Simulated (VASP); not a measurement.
# La (P6_3/mmc) in VASP: a series of runs, part 2 of 3

VASP 6.6.1.

## Step 3: Single point, LDA

This run uses another cell than the first one, of 25.32 Å³/atom, 1.076 times its volume.

INCAR reads:

```
SYSTEM = La
PREC     = Accurate       ! precision mode
ENCUT    = 520            ! plane-wave cutoff, eV
EDIFF    = 1E-6           ! SCF threshold, eV
ISMEAR   = -1             ! smearing method
SIGMA    = 0.1            ! smearing width, eV
LREAL    = .False.        ! projectors in reciprocal space
LASPH    = .True.         ! aspherical terms in the spheres
NELM     = 100            ! most SCF steps
ALGO     = Normal         ! electronic algorithm
ISIF     = 2              ! what is computed and relaxed
LWAVE    = .False.        ! write WAVECAR
LCHARG   = .False.        ! write CHGCAR
NBANDS   = 18             ! bands
```

KPOINTS reads:

```
Automatic mesh
0
Gamma
  14 14 8
  0 0 0
```

POSCAR reads:

```
La
1.0
    3.2621713460      0.0000000000      0.0000000000
   -1.6310856730      2.8251232572      0.0000000000
    0.0000000000      0.0000000000      5.4937082210
La
2
Direct
    0.3333333333      0.6666666667      0.2500000000
    0.6666666667      0.3333333333      0.7500000000
```

Potentials or basis: VASP PAW LDA potentials, release 64 (La).

Launch:

```sh
$ cat potpaw_LDA.64/La/POTCAR > POTCAR
$ mpirun -np 1 vasp_std > vasp.out
```

OUTCAR:

```text
SYSTEM = La
   PREC = Accurate
   ENCUT = 520
   EDIFF = 1E-6
   ISMEAR = -1
   LREAL = .False.
   LASPH = .True.
   NELM = 100
   ISIF = 2

 ion  position               nearest neighbor table
   1  0.333  0.667  0.250-   2 3.33   2 3.33   2 3.33   2 3.33   2 3.33   2 3.33
   2  0.667  0.333  0.750-   1 3.33   1 3.33   1 3.33   1 3.33   1 3.33   1 3.33

  LATTYP: Found a hexagonal cell.
 ALAT       =     3.2621713460
 C/A-ratio  =     1.6840648876

  Lattice vectors:

 A1 = (   3.2621713460,   0.0000000000,   0.0000000000)
 A2 = (  -1.6310856730,   2.8251232572,   0.0000000000)
 A3 = (   0.0000000000,   0.0000000000,   5.4937082210)

Analysis of symmetry for initial positions (statically):
=====================================================================
 Subroutine PRICEL returns:
 Original cell was already a primitive cell.

 Routine SETGRP: Setting up the symmetry group for a
 hexagonal supercell.

 Subroutine GETGRP returns: Found 24 space group operations
 (whereof 12 operations were pure point group operations)
 out of a pool of 24 trial point group operations.

The static configuration has the point symmetry D_3d.
 The point group associated with its full space group is D_6h.

Analysis of symmetry for dynamics (positions and initial velocities):
=====================================================================
 Subroutine PRICEL returns:
 Original cell was already a primitive cell.

 Routine SETGRP: Setting up the symmetry group for a
 hexagonal supercell.

 Subroutine GETGRP returns: Found 24 space group operations
 (whereof 12 operations were pure point group operations)
 out of a pool of 24 trial point group operations.

The dynamic configuration has the point symmetry D_3d.
 The point group associated with its full space group is D_6h.

 Subroutine INISYM returns: Found 24 space group operations
 (whereof 12 operations are pure point group operations),
 and found     1 'primitive' translations

----------------------------------------------------------------------------------------

                                     Primitive cell

  volume of cell :      50.6302

  direct lattice vectors                    reciprocal lattice vectors
     3.262171346  0.000000000  0.000000000     0.306544290  0.176983429  0.000000000
    -1.631085673  2.825123257  0.000000000     0.000000000  0.353966857  0.000000000
     0.000000000  0.000000000  5.493708221     0.000000000  0.000000000  0.182026413

  length of vectors
     3.262171346  3.262171346  5.493708221     0.353966857  0.353966857  0.182026413

  position of ions in fractional coordinates (direct lattice)
     0.333333333  0.666666667  0.250000000
     0.666666667  0.333333333  0.750000000

  ion indices of the primitive-cell ions
   primitive index   ion index
                 1           1
                 2           2

----------------------------------------------------------------------------------------

 KPOINTS: Automatic mesh

Automatic generation of k-mesh.
 Grid dimensions read from file:
 generate k-points for:   14   14    8

 Generating k-lattice:

  Cartesian coordinates                     Fractional coordinates (reciprocal lattice)
     0.021896021  0.012641673  0.000000000     0.071428571  0.000000000  0.000000000
     0.000000000  0.025283347  0.000000000     0.000000000  0.071428571  0.000000000
     0.000000000  0.000000000  0.022753302     0.000000000  0.000000000  0.125000000

  Length of vectors
     0.025283347  0.025283347  0.022753302

  Shift w.r.t. Gamma in fractional coordinates (k-lattice)
     0.000000000  0.000000000  0.000000000

 Subroutine IBZKPT returns following result:
 ===========================================

 Found    120 irreducible k-points:

 Following reciprocal coordinates:
            Coordinates               Weight
  0.000000  0.000000  0.000000      1.000000
  0.071429  0.000000  0.000000      6.000000
  0.142857  0.000000  0.000000      6.000000
  0.214286 -0.000000  0.000000      6.000000
  0.285714  0.000000  0.000000      6.000000
  0.357143  0.000000  0.000000      6.000000
[... 16 lines left out ...]
  0.285714  0.285714  0.000000      6.000000
  0.357143  0.285714  0.000000      6.000000
 [... further k-points ...]
   k-points           NKPTS =    120   k-points in BZ     NKDIM =    120   number of bands    NBANDS=     18
   number of dos      NEDOS =    301   number of ions     NIONS =      2
   total plane-waves  NPLWV =  24192
   dimension x,y,z NGX =    24 NGY =   24 NGZ =   42
   dimension x,y,z NGXF=    48 NGYF=   48 NGZF=   84
   ions per type =               2
   NGX,Y,Z   is equivalent  to a cutoff of  12.23, 12.23, 12.71 a.u.
   NGXF,Y,Z  is equivalent  to a cutoff of  24.46, 24.46, 25.42 a.u.
 SYSTEM =  La
   PREC   = accura    normal or accurate (medium, high low for compatibility)
   ISTART =      0    job   : 0-new  1-cont  2-samecut
   ICHARG =      2    charge: 1-file 2-atom 10-const
   ISPIN  =      1    spin polarized calculation?
   LNONCOLLINEAR =      F non collinear calculations
   LSORBIT =      F    spin-orbit coupling
   LASPH  =      T    aspherical Exc in radial PAW
   ENCUT  =  520.0 eV  38.22 Ry    6.18 a.u.   6.07  6.07 10.21*2*pi/ulx,y,z
   NELM   =    100;   NELMIN=  2; NELMDL= -5     # of ELM steps
   EDIFF  = 0.1E-05   stopping-criterion for ELM
   LREAL  =      F    real-space projection
   EDIFFG = 0.1E-04   stopping-criterion for IOM
   NSW    =      0    number of steps for IOM
   IBRION =     -1    ionic relax: 0-MD 1-quasi-New 2-CG
   NFREE  =      0    steps in history (QN), initial steepest desc. (CG)
   ISIF   =      2    stress and relaxation
   ISYM   =      2    0-nonsym 1-usesym 2-fastsym
   POTIM  = 0.5000    time-step for ionic-motion
   TEBEG  =    0.0;   TEEND  =   0.0 temperature during run
   PSTRESS=    0.0 pullay stress
   NELECT =      22.0000    total number of electrons
   NUPDOWN=      -1.0000    fix difference up-down
   EMIN   =  10.00;   EMAX   =-10.00  energy-range for DOS
   EFERMI =   0.00;   METHOD = LEGACY
   ISMEAR =    -1;   SIGMA  =   0.10  broadening in eV -4-tet -1-fermi 0-gaus
   EFERMI_NEDOS =   21; number of points for ismear=-14 and -15
   IALGO  =     38    algorithm
   IMIX   =      4    mixing-type and parameters
     AMIX     =   0.40;   BMIX     =  1.00
     AMIX_MAG =   1.60;   BMIX_MAG =  1.00
  volume/ion in A,a.u.               =      25.32       170.83
  Fermi-wavevector in a.u.,A,eV,Ry     =   1.239974  2.343211 20.919430  1.537535
  Thomas-Fermi vector in A             =   2.374434
   LORBIT       =      0    0 simple, 1 ext, 2 COOP (PROOUT), +10 PAW based schemes
   GGA     = CA    functional components
   LHFCALC =     F    Hartree Fock is set to
   AEXX    =    0.0000 exact exchange contribution
   IVDW    =     0    specifies the selected vdW correction
   LEPSILON=     F    determine dielectric tensor
   LRPA    =     F    only Hartree local field effects (RPA)
 non-spin polarized calculation
  energy-cutoff  :      520.00
  volume of cell :       50.63
 maximum number of plane-waves:      1392
   NGX = 13   NGY = 13   NGZ = 21

 number of electron      21.9999999 magnetization

 Free energy of the ion-electron system (eV)
  ---------------------------------------------------
  ext. energy  EPLUGINS =         0.00000000
  ---------------------------------------------------
  free energy    TOTEN  =       -10.76960291 eV

  energy without entropy =      -10.68704144  energy(sigma->0) =      -10.72832218

 E-fermi :  12.0371     XC(G=0): -11.4247

 val. band max:       12.0352713918   @ k =   0.0714   0.0714   0.3750
 cond. band min:      12.0475210316   @ k =   0.1429   0.0000   0.5000
 fundamental gap:      0.0122496398
 Fermi energy:        12.0371411316

 k-point     1 :       0.0000    0.0000    0.0000
  band No.  band energies     occupation
      1     -20.6886      2.00000
      2     -19.9661      2.00000
      3      -6.0092      2.00000
      4      -2.6049      2.00000
      5      -2.6049      2.00000
      6      -2.3673      2.00000
[... 10 lines left out ...]
     17      14.1821      0.00000
     18      14.2322      0.00000

 k-point     2 :       0.0714    0.0000    0.0000
  band No.  band energies     occupation
      1     -20.6552      2.00000
      2     -19.9455      2.00000
      3      -5.9561      2.00000
      4      -2.8048      2.00000
      5      -2.6628      2.00000
      6      -2.3842      2.00000
[... 10 lines left out ...]
     17      14.2102      0.00000
     18      14.2479      0.00000
[... 442 lines left out ...]
 k-point    24 :       0.3571    0.2857    0.0000
  band No.  band energies     occupation
      1     -19.6935      2.00000
      2     -19.6306      2.00000
      3      -5.3046      2.00000
      4      -4.7858      2.00000
      5      -4.6965      2.00000
      6      -4.0672      2.00000
[... 10 lines left out ...]
     17      14.2402      0.00000
     18      14.4810      0.00000

 [... further k-points ...]
[... 5 lines left out ...]
  --------------------------------------------------------------------------------------
  -------------------------------------------------------------------------------------
  Total        3.0945296      3.0945296      3.1157097      0.0000000      0.0000000      0.0000000
  in kB       97.9254254     97.9254254     98.5956627      0.0000000      0.0000000      0.0000000
  external PRESSURE =      98.1488378 kB  Pullay stress =       0.0000000 kB

 VOLUME and BASIS-vectors are now :
 -----------------------------------------------------------------------------
  energy-cutoff  :      520.00
  volume of cell :       50.63
      direct lattice vectors                 reciprocal lattice vectors
     3.262171346  0.000000000  0.000000000     0.306544290  0.176983429  0.000000000
    -1.631085673  2.825123257  0.000000000     0.000000000  0.353966857  0.000000000
     0.000000000  0.000000000  5.493708221     0.000000000  0.000000000  0.182026413

 POSITION                                       TOTAL-FORCE (eV/Angst)
 -----------------------------------------------------------------------------------
     -0.00000      1.88342      1.37343        -0.000000      0.000000      0.000000
      1.63109      0.94171      4.12028         0.000000     -0.000000      0.000000
 -----------------------------------------------------------------------------------
    total drift:                               -0.000000      0.000000     -0.000000

  FREE ENERGIE OF THE ION-ELECTRON SYSTEM (eV)
  ---------------------------------------------------
  free  energy   TOTEN  =       -10.7696029133 eV

  energy  without entropy=      -10.6870414394  energy(sigma->0) =      -10.72832218
```

It took 49 s on 1 thread of Intel Xeon 6975P-C (Granite Rapids), shared host; peak memory 0.23 GiB.

Results:

* Free energy: -10.7696 eV
* Pressure: 9.8 GPa
* Band gap on the k mesh: zero (band 11 reaches 13.04 eV, above the bottom of band 12 at 10.79 eV)

Caveat: spin-orbit coupling is left out, which moves the levels of the heavy elements.

## Step 4: Single point, LDA

This run uses another cell than the first one, of 26.79 Å³/atom, 1.139 times its volume.

INCAR reads:

```
SYSTEM = La
PREC = Accurate ; ENCUT = 520
EDIFF = 1E-6 ; ISMEAR = -1
SIGMA = 0.1 ; LREAL = .FALSE.
LASPH = .TRUE. ; NELM = 80
ALGO = Normal ; ISIF = 2
LWAVE = .FALSE. ; LCHARG = .FALSE.
NBANDS = 18
```

KPOINTS reads:

```
Automatic mesh
0
G
  14 14 8
  0 0 0
```

POSCAR reads:

```
La
1.0
    3.3250606483      0.0000000000      0.0000000000
   -1.6625303242      2.8795869905      0.0000000000
    0.0000000000      0.0000000000      5.5955353057
La
2
Direct
    0.3333333333      0.6666666667      0.2500000000
    0.6666666667      0.3333333333      0.7500000000
```

Launch:

```sh
$ cat potpaw_LDA.64/La/POTCAR > POTCAR
$ mpirun -np 1 vasp_std > vasp.out
```

Wall time 80 s (1 thread of Intel Xeon 6975P-C (Granite Rapids), shared host); peak memory 0.23 GiB.

The run converged. Its results:

```yaml
Free_energy: -10.9216 eV
Pressure: 6.8 GPa
Band_gap_on_the_k_mesh: zero (band 11 reaches 12.22 eV, above the bottom of band 12 at 10.20 eV)
```

Levels at points of the mesh, in eV from the Fermi level:
| k point | band 8 | band 9 | band 10 | band 11 | band 12 | band 13 | band 14 | band 15 |
| --- | --- | --- | --- | --- | --- | --- | --- | --- |
| (0.00, 0.00, 0.00) | -14.47 | -2.52 | -2.00 | 0.81 | 1.55 | 1.55 | 1.64 | 1.74 |
| (0.50, 0.00, 0.00) | -14.96 | -2.52 | -1.85 | -1.27 | 1.54 | 1.55 | 1.71 | 1.76 |
| (0.00, 0.00, 0.50) | -14.66 | -1.37 | -1.37 | 0.93 | 0.93 | 1.66 | 1.66 | 1.66 |
| (0.50, 0.00, 0.50) | -15.32 | -2.31 | -2.31 | -1.09 | -1.09 | 1.91 | 1.91 | 2.23 |

Caveat: spin-orbit coupling is left out, which moves the levels of the heavy elements.

## Step 5: Single point, LDA

This run uses another cell than the first one, of 28.80 Å³/atom, 1.224 times its volume.

INCAR reads:

```
SYSTEM = La
PREC     = Accurate       ! precision mode
ENCUT    = 520            ! plane-wave cutoff, eV
EDIFF    = 1E-7           ! SCF threshold, eV
ISMEAR   = -1             ! smearing method
SIGMA    = 0.1            ! smearing width, eV
LREAL    = .False.        ! projectors in reciprocal space
LASPH    = .True.         ! aspherical terms in the spheres
NELM     = 80             ! most SCF steps
ALGO     = Normal         ! electronic algorithm
ISIF     = 2              ! what is computed and relaxed
LWAVE    = .False.        ! write WAVECAR
LCHARG   = .True.         ! write CHGCAR
LELF     = .True.         ! ELF
LVHAR    = .True.       
NBANDS   = 18             ! bands
```

KPOINTS reads:

```
Automatic mesh
0
Gamma
  14 14 8
  0 0 0
```

POSCAR reads:

```
La
1.0
    3.4094030221      0.0000000000      0.0000000000
   -1.7047015110      2.9526296288      0.0000000000
    0.0000000000      0.0000000000      5.7214686272
La
2
Direct
    0.3333333333      0.6666666667      0.2500000000
    0.6666666667      0.3333333333      0.7500000000
```

Launch:

```sh
$ cat potpaw_LDA.64/La/POTCAR > POTCAR
$ mpirun -np 1 vasp_std > vasp.out
```

Run time: 92 s. Hardware: 1 thread of Intel Xeon 6975P-C (Granite Rapids), shared host; peak memory 0.24 GiB.

It converged, with:

* Free energy: -11.0543 eV
* Pressure: 3.9 GPa
* Band gap on the k mesh: zero (band 11 reaches 11.26 eV, above the bottom of band 12 at 9.47 eV)

Levels at points of the mesh, in eV from the Fermi level:
| k point | band 7 | band 8 | band 9 | band 10 | band 11 | band 12 | band 13 | band 14 | band 15 | band 16 |
| --- | --- | --- | --- | --- | --- | --- | --- | --- | --- | --- |
| (0.00, 0.00, 0.00) | -14.77 | -14.77 | -2.76 | -1.95 | 0.88 | 1.53 | 1.53 | 1.62 | 1.70 | 1.95 |
| (0.50, 0.00, 0.00) | -15.50 | -15.17 | -2.27 | -1.67 | -1.25 | 1.53 | 1.53 | 1.57 | 1.68 | 2.16 |
| (0.00, 0.00, 0.50) | -14.92 | -14.92 | -1.50 | -1.50 | 0.83 | 0.83 | 1.63 | 1.63 | 1.63 | 1.63 |
| (0.50, 0.00, 0.50) | -15.47 | -15.47 | -2.14 | -2.14 | -0.91 | -0.91 | 1.82 | 1.82 | 2.12 | 2.12 |

Caveat: spin-orbit coupling is left out, which moves the levels of the heavy elements.

[end of part 2 of 3]
